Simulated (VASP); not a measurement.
HfO2:

```
Hf O
1.0
     0.00000    2.54881    2.54881
     2.54881    0.00000    2.54881
     2.54881    2.54881    0.00000
Hf O
1 2
Direct
  0.00000 0.00000 0.00000
  0.25000 0.25000 0.25000
  0.75000 0.75000 0.75000
```

| Item | Value |
| --- | --- |
| Program | VASP 6.6.1 |
| Task | relaxation of cell and atoms |
| Functional | r2SCAN |
| Potentials or basis | VASP PAW PBE potentials, release 64 (Hf_pv, O) |
| Cutoff | 600 eV |
| k mesh | 8 × 8 × 8 |
| Occupations | fermi-dirac, width 0.02 eV |
| Spin | no spin polarisation |

At the start: pressure -10.0 GPa; volume 11.04 Å³/atom.

Where does the relaxation end?

Over 4 steps the energy falls by 13.5 meV/atom and the volume is 10.62 Å³/atom (-3.8 %); space group Fm-3m (No. 225, to 0.05 Å).

The path:
```csv
step,energy change (eV),largest force (eV/Å),pressure (GPa),volume (Å³)
1,0.0000,0.0000,-10.00,33.12
2,0.0720,0.0000,19.87,29.92
3,-0.0406,0.0000,-0.23,31.87
4,-0.0406,0.0000,-0.01,31.85
```

Final structure:
```yaml
crystal:
  lattice:
    - [0.00000, 2.51578, 2.51578]
    - [2.51578, 0.00000, 2.51578]
    - [2.51578, 2.51578, 0.00000]
  atoms:
    - { symbol: Hf, position: [0.00000, 0.00000, 0.00000] }
    - { symbol: O, position: [0.25000, 0.25000, 0.25000] }
    - { symbol: O, position: [0.75000, 0.75000, 0.75000] }
```

Caveat: the PAW data sets were made with another functional, which shifts forces and pressure a little.
